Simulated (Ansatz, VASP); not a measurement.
KF in VASP and in Ansatz

```
K F
1.0
    -0.03324    2.65896    2.65896
     2.65896   -0.03324    2.65896
     2.62572    2.62572    0.00000
K F
1 1
Direct
  0.00000 0.00000 0.00000
  0.50000 0.50000 0.50000
```

Change from the starting cell: shear_xy strain -2.5%.

Alike in both runs: task single point; functional r2SCAN; k mesh 8 × 8 × 8; no spin polarisation.

```csv
,VASP,Ansatz
version,VASP 6.6.1,Ansatz 0.2.0
potentials or method,"VASP PAW PBE potentials, release 64 (K_sv, F)","plane waves, PAW"
plane-wave cutoff (eV),520,500
occupations,"gaussian, width 0.01 eV",fixed
valence electrons in the cell,16,16
```

VASP gave:

* gap on the k mesh at the Fermi level (eV): 6.89
* pressure (GPa): 0.0
* traceless stress, the component that is largest in VASP (GPa): 0.31

Which values does Ansatz return?

gap on the k mesh at the Fermi level (eV): 6.90; pressure (GPa): 0.0; traceless stress, the component that is largest in VASP (GPa): 0.31.

VASP's potentials were made for PBE, not for r2SCAN.
